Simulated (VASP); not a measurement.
# GaSb (F-43m) in VASP: single point with PBE

Aim: the single point of GaSb with PBE.

All numbers are computed with VASP 6.6.1; they aren't measurements. Logs are shortened: lines on timing, memory, paths and dates and some standing lists are left out, and cuts for length are marked.

## (1) The cell of the first run

It takes space group F-43m (No. 216, cubic). Conventional cell: a = 6.118 Å, b = 6.118 Å, c = 6.118 Å, α = 90.00°, β = 90.00°, γ = 90.00°. Within 3.5 Å of Ga (site symmetry -43m) lie 4 Sb at 2.65 Å. Within 3.5 Å of Sb (site symmetry -43m) lie 4 Ga at 2.65 Å.

## (2) Single point, PBE

Input file INCAR:

```
PREC = Accurate ; ENCUT = 500
EDIFF = 1E-6 ; ISMEAR = 0
SIGMA = 0.01 ; LREAL = False
LASPH = True ; NELM = 120
ALGO = Normal ; ISIF = 2
LWAVE = False ; LCHARG = False
GGA = PE ; NBANDS = 16
GGA_COMPAT = False
```

Input file KPOINTS:

```
Automatic mesh
0
Gamma
  5 5 5
```

Input file POSCAR:

```
GaSb
1.0
    0.0000000000      3.0590000000      3.0590000000
    3.0590000000      0.0000000000      3.0590000000
    3.0590000000      3.0590000000      0.0000000000
Ga Sb
1 1
Direct
    0.0000000000      0.0000000000      0.0000000000
    0.7500000000      0.7500000000      0.7500000000
```

Potentials or basis: VASP PAW PBE potentials, release 64 (Ga_d, Sb).

Command:

```sh
$ cat potpaw_PBE.64/Ga_d/POTCAR potpaw_PBE.64/Sb/POTCAR > POTCAR
$ mpirun -np 1 vasp_std > vasp.out
```

OUTCAR:

```text
PREC = Accurate
   ENCUT = 500
   EDIFF = 1E-6
   ISMEAR = 0
   LREAL = False
   LASPH = True
   NELM = 120
   ISIF = 2
   GGA = PE

 ion  position               nearest neighbor table
   1  0.000  0.000  0.000-   2 2.65   2 2.65   2 2.65   2 2.65
   2  0.750  0.750  0.750-   1 2.65   1 2.65   1 2.65   1 2.65

  LATTYP: Found a face centered cubic cell.
 ALAT       =     6.1180000000

  Lattice vectors:

 A1 = (   0.0000000000,   3.0590000000,   3.0590000000)
 A2 = (   3.0590000000,   0.0000000000,   3.0590000000)
 A3 = (   3.0590000000,   3.0590000000,   0.0000000000)

Analysis of symmetry for initial positions (statically):
=====================================================================
 Subroutine PRICEL returns:
 Original cell was already a primitive cell.

 Routine SETGRP: Setting up the symmetry group for a
 face centered cubic supercell.

 Subroutine GETGRP returns: Found 24 space group operations
 (whereof 24 operations were pure point group operations)
 out of a pool of 48 trial point group operations.

The static configuration has the point symmetry T_d .

Analysis of symmetry for dynamics (positions and initial velocities):
=====================================================================
 Subroutine PRICEL returns:
 Original cell was already a primitive cell.

 Routine SETGRP: Setting up the symmetry group for a
 face centered cubic supercell.

 Subroutine GETGRP returns: Found 24 space group operations
 (whereof 24 operations were pure point group operations)
 out of a pool of 48 trial point group operations.

The dynamic configuration has the point symmetry T_d .

 Subroutine INISYM returns: Found 24 space group operations
 (whereof 24 operations are pure point group operations),
 and found     1 'primitive' translations

----------------------------------------------------------------------------------------

                                     Primitive cell

  volume of cell :      57.2491

  direct lattice vectors                    reciprocal lattice vectors
     0.000000000  3.059000000  3.059000000    -0.163452109  0.163452109  0.163452109
     3.059000000  0.000000000  3.059000000     0.163452109 -0.163452109  0.163452109
     3.059000000  3.059000000  0.000000000     0.163452109  0.163452109 -0.163452109

  length of vectors
     4.326079287  4.326079287  4.326079287     0.283107357  0.283107357  0.283107357

  position of ions in fractional coordinates (direct lattice)
     0.000000000  0.000000000  0.000000000
     0.750000000  0.750000000  0.750000000

  ion indices of the primitive-cell ions
   primitive index   ion index
                 1           1
                 2           2

----------------------------------------------------------------------------------------

 KPOINTS: Automatic mesh

Automatic generation of k-mesh.
 Grid dimensions read from file:
 generate k-points for:    5    5    5

 Generating k-lattice:

  Cartesian coordinates                     Fractional coordinates (reciprocal lattice)
    -0.032690422  0.032690422  0.032690422     0.200000000  0.000000000  0.000000000
     0.032690422 -0.032690422  0.032690422     0.000000000  0.200000000  0.000000000
     0.032690422  0.032690422 -0.032690422     0.000000000  0.000000000  0.200000000

  Length of vectors
     0.056621471  0.056621471  0.056621471

  Shift w.r.t. Gamma in fractional coordinates (k-lattice)
     0.000000000  0.000000000  0.000000000

 Subroutine IBZKPT returns following result:
 ===========================================

 Found     10 irreducible k-points:

 Following reciprocal coordinates:
            Coordinates               Weight
  0.000000  0.000000  0.000000      1.000000
  0.200000  0.000000  0.000000      8.000000
  0.400000  0.000000  0.000000      8.000000
  0.200000  0.200000  0.000000      6.000000
  0.400000  0.200000  0.000000     24.000000
 -0.400000  0.200000  0.000000     24.000000
 -0.200000  0.200000  0.000000     12.000000
  0.400000  0.400000  0.000000      6.000000
 -0.400000  0.400000  0.000000     12.000000
 -0.400000  0.400000  0.200000     24.000000
   k-points           NKPTS =     10   k-points in BZ     NKDIM =     10   number of bands    NBANDS=     16
   number of dos      NEDOS =    301   number of ions     NIONS =      2
   total plane-waves  NPLWV =  32768
   dimension x,y,z NGX =    32 NGY =   32 NGZ =   32
   dimension x,y,z NGXF=    64 NGYF=   64 NGZF=   64
   ions per type =               1   1
   NGX,Y,Z   is equivalent  to a cutoff of  12.30, 12.30, 12.30 a.u.
   NGXF,Y,Z  is equivalent  to a cutoff of  24.59, 24.59, 24.59 a.u.
 SYSTEM =  unknown system
   PREC   = accura    normal or accurate (medium, high low for compatibility)
   ISTART =      0    job   : 0-new  1-cont  2-samecut
   ICHARG =      2    charge: 1-file 2-atom 10-const
   ISPIN  =      1    spin polarized calculation?
   LNONCOLLINEAR =      F non collinear calculations
   LSORBIT =      F    spin-orbit coupling
   LASPH  =      T    aspherical Exc in radial PAW
   ENCUT  =  500.0 eV  36.75 Ry    6.06 a.u.   7.89  7.89  7.89*2*pi/ulx,y,z
   NELM   =    120;   NELMIN=  2; NELMDL= -5     # of ELM steps
   EDIFF  = 0.1E-05   stopping-criterion for ELM
   LREAL  =      F    real-space projection
   EDIFFG = 0.1E-04   stopping-criterion for IOM
   NSW    =      0    number of steps for IOM
   IBRION =     -1    ionic relax: 0-MD 1-quasi-New 2-CG
   NFREE  =      0    steps in history (QN), initial steepest desc. (CG)
   ISIF   =      2    stress and relaxation
   ISYM   =      2    0-nonsym 1-usesym 2-fastsym
   POTIM  = 0.5000    time-step for ionic-motion
   TEBEG  =    0.0;   TEEND  =   0.0 temperature during run
   PSTRESS=    0.0 pullay stress
   NELECT =      18.0000    total number of electrons
   NUPDOWN=      -1.0000    fix difference up-down
   EMIN   =  10.00;   EMAX   =-10.00  energy-range for DOS
   EFERMI =   0.00;   METHOD = LEGACY
   ISMEAR =     0;   SIGMA  =   0.01  broadening in eV -4-tet -1-fermi 0-gaus
   EFERMI_NEDOS =   21; number of points for ismear=-14 and -15
   IALGO  =     38    algorithm
   IMIX   =      4    mixing-type and parameters
     AMIX     =   0.40;   BMIX     =  1.00
     AMIX_MAG =   1.60;   BMIX_MAG =  1.00
  volume/ion in A,a.u.               =      28.62       193.17
  Fermi-wavevector in a.u.,A,eV,Ry     =   1.113208  2.103657 16.860766  1.239231
  Thomas-Fermi vector in A             =   2.249790
   LORBIT       =      0    0 simple, 1 ext, 2 COOP (PROOUT), +10 PAW based schemes
   GGA     = PE    functional components
   LHFCALC =     F    Hartree Fock is set to
   AEXX    =    0.0000 exact exchange contribution
   IVDW    =     0    specifies the selected vdW correction
   LEPSILON=     F    determine dielectric tensor
   LRPA    =     F    only Hartree local field effects (RPA)
 non-spin polarized calculation
 Gauss-broadening in eV      SIGMA  =   0.01
  energy-cutoff  :      500.00
  volume of cell :       57.25
 maximum number of plane-waves:      1470
   NGX = 15   NGY = 15   NGZ = 15

 number of electron      17.9999986 magnetization

 Free energy of the ion-electron system (eV)
  ---------------------------------------------------
  ext. energy  EPLUGINS =         0.00000000
  ---------------------------------------------------
  free energy    TOTEN  =        -7.27768192 eV

  energy without entropy =       -7.27767009  energy(sigma->0) =       -7.27767601

 E-fermi :   4.9055     XC(G=0):  -9.0765

 val. band max:        4.8880173447   @ k =   0.0000   0.0000   0.0000
 cond. band min:       4.9200301606   @ k =   0.0000   0.0000   0.0000
 fundamental gap:      0.0320128159
 Fermi energy:         4.9055124043

 k-point     1 :       0.0000    0.0000    0.0000
  band No.  band energies     occupation
      1     -10.1700      2.00000
      2     -10.1700      2.00000
      3     -10.1700      2.00000
      4     -10.1208      2.00000
      5     -10.1208      2.00000
      6      -6.5889      2.00000
      7       4.8880      1.98665
      8       4.8880      1.98665
      9       4.8880      1.98665
     10       4.9200      0.04006
     11       7.6526      0.00000
     12       7.6526      0.00000
     13       7.6526      0.00000
     14      10.6988      0.00000
     15      13.4708      0.00000
     16      13.4708      0.00000

 k-point     2 :       0.2000    0.0000    0.0000
  band No.  band energies     occupation
      1     -10.1796      2.00000
      2     -10.1658      2.00000
      3     -10.1658      2.00000
      4     -10.1211      2.00000
      5     -10.1211      2.00000
      6      -6.1867      2.00000
      7       1.6365      2.00000
      8       4.3608      2.00000
      9       4.3608      2.00000
     10       5.8243      0.00000
     11       8.3428      0.00000
     12       8.3428      0.00000
     13       9.3176      0.00000
     14      12.1097      0.00000
     15      12.4120      0.00000
     16      12.4120      0.00000

 k-point     3 :       0.4000    0.0000    0.0000
  band No.  band energies     occupation
      1     -10.1947      2.00000
      2     -10.1601      2.00000
      3     -10.1601      2.00000
      4     -10.1207      2.00000
      5     -10.1207      2.00000
      6      -5.2212      2.00000
      7      -1.0084      2.00000
      8       3.8071      2.00000
      9       3.8071      2.00000
     10       5.3555      0.00000
     11       8.6457      0.00000
     12       8.6457      0.00000
     13      11.4507      0.00000
     14      12.7825      0.00000
     15      13.7185      0.00000
     16      13.7185      0.00000

 k-point     4 :       0.2000    0.2000    0.0000
  band No.  band energies     occupation
      1     -10.1867      2.00000
      2     -10.1617      2.00000
      3     -10.1617      2.00000
      4     -10.1242      2.00000
      5     -10.1193      2.00000
      6      -6.0475      2.00000
      7       1.6080      2.00000
      8       3.5909      2.00000
      9       3.5909      2.00000
     10       6.3824      0.00000
     11       7.6958      0.00000
     12       9.6371      0.00000
     13       9.6371      0.00000
     14      11.1047      0.00000
     15      13.0403      0.00000
     16      13.9835      0.00000

 k-point     5 :       0.4000    0.2000    0.0000
  band No.  band energies     occupation
      1     -10.1989      2.00000
      2     -10.1566      2.00000
      3     -10.1552      2.00000
      4     -10.1257      2.00000
      5     -10.1188      2.00000
      6      -5.2162      2.00000
      7      -0.4741      2.00000
      8       2.5048      2.00000
      9       3.0940      2.00000
     10       6.6137      0.00000
     11       8.2492      0.00000
     12       9.6877      0.00000
     13      10.2781      0.00000
     14      13.6719      0.00000
     15      14.0509      0.00000
     16      14.7819      0.00000

 k-point     6 :      -0.4000    0.2000    0.0000
  band No.  band energies     occupation
      1     -10.2011      2.00000
      2     -10.1562      2.00000
      3     -10.1549      2.00000
      4     -10.1230      2.00000
      5     -10.1209      2.00000
      6      -4.6921      2.00000
      7      -1.3985      2.00000
      8       1.8138      2.00000
      9       3.3150      2.00000
     10       6.6586      0.00000
     11       8.9398      0.00000
     12       9.7405      0.00000
     13      11.5741      0.00000
     14      12.4866      0.00000
     15      13.3274      0.00000
     16      14.4346      0.00000

 k-point     7 :      -0.2000    0.2000    0.0000
  band No.  band energies     occupation
      1     -10.1913      2.00000
      2     -10.1611      2.00000
      3     -10.1594      2.00000
      4     -10.1227      2.00000
      5     -10.1207      2.00000
      6      -5.5650      2.00000
      7       0.1850      2.00000
      8       2.3166      2.00000
      9       4.0827      2.00000
     10       6.8569      0.00000
     11       8.8118      0.00000
     12       8.9913      0.00000
     13       9.7215      0.00000
     14      11.6549      0.00000
     15      13.7313      0.00000
     16      14.2120      0.00000

 k-point     8 :       0.4000    0.4000    0.0000
  band No.  band energies     occupation
      1     -10.2107      2.00000
      2     -10.1478      2.00000
      3     -10.1478      2.00000
      4     -10.1314      2.00000
      5     -10.1170      2.00000
      6      -4.6228      2.00000
      7      -1.2559      2.00000
      8       2.4601      2.00000
      9       2.4601      2.00000
     10       5.7525      0.00000
     11       6.5144      0.00000
     12      12.6520      0.00000
     13      12.6520      0.00000
     14      13.6378      0.00000
     15      15.5178      0.00000
     16      16.1848      0.00000

 k-point     9 :      -0.4000    0.4000    0.0000
  band No.  band energies     occupation
      1     -10.2104      2.00000
      2     -10.1495      2.00000
      3     -10.1476      2.00000
      4     -10.1294      2.00000
      5     -10.1184      2.00000
      6      -4.1444      2.00000
      7      -1.8298      2.00000
      8       1.4542      2.00000
      9       2.5578      2.00000
     10       6.1701      0.00000
     11       7.9461      0.00000
     12      11.9523      0.00000
     13      12.1778      0.00000
     14      13.0099      0.00000
     15      14.1858      0.00000
     16      16.7966      0.00000

 k-point    10 :      -0.4000    0.4000    0.2000
  band No.  band energies     occupation
      1     -10.2059      2.00000
      2     -10.1540      2.00000
      3     -10.1492      2.00000
      4     -10.1266      2.00000
      5     -10.1198      2.00000
      6      -4.4121      2.00000
      7      -1.4599      2.00000
      8       1.4980      2.00000
      9       2.3415      2.00000
     10       7.9348      0.00000
     11       8.4296      0.00000
     12       9.1186      0.00000
     13      11.6854      0.00000
     14      13.1531      0.00000
     15      14.2725      0.00000
     16      16.6325      0.00000

------------------------ aborting loop because EDIFF is reached ----------------------------------------

  FORCE on cell =-STRESS in cart. coord.  units (eV):
  Direction    XX          YY          ZZ          XY          YZ          ZX
  --------------------------------------------------------------------------------------
  -------------------------------------------------------------------------------------
  Total        0.8508984      0.8508984      0.8508984      0.0000000      0.0000000      0.0000000
  in kB       23.8133151     23.8133151     23.8133151      0.0000000      0.0000000      0.0000000
  external PRESSURE =      23.8133151 kB  Pullay stress =       0.0000000 kB

 VOLUME and BASIS-vectors are now :
 -----------------------------------------------------------------------------
  energy-cutoff  :      500.00
  volume of cell :       57.25
      direct lattice vectors                 reciprocal lattice vectors
     0.000000000  3.059000000  3.059000000    -0.163452109  0.163452109  0.163452109
     3.059000000  0.000000000  3.059000000     0.163452109 -0.163452109  0.163452109
     3.059000000  3.059000000  0.000000000     0.163452109  0.163452109 -0.163452109

 POSITION                                       TOTAL-FORCE (eV/Angst)
 -----------------------------------------------------------------------------------
      0.00000      0.00000      0.00000         0.000000      0.000000      0.000000
      4.58850      4.58850      4.58850        -0.000000     -0.000000     -0.000000
 -----------------------------------------------------------------------------------
    total drift:                               -0.000000     -0.000000     -0.000001

  FREE ENERGIE OF THE ION-ELECTRON SYSTEM (eV)
  ---------------------------------------------------
  free  energy   TOTEN  =        -7.2776819202 eV

  energy  without entropy=       -7.2776700917  energy(sigma->0) =       -7.27767601
```

Wall time 17 s (1 thread of AMD EPYC 7R43 (Zen 3), shared host); peak memory 0.15 GiB.

What came out:

| Quantity | Value |
| --- | --- |
| Free energy | -7.2777 eV |
| Pressure | 2.4 GPa |
| Band gap on the k mesh | 0.03 eV |

Caveat: spin-orbit coupling is left out, which moves the levels of the heavy elements; an odd mesh through Γ misses points on the zone boundary, where band edges can lie.
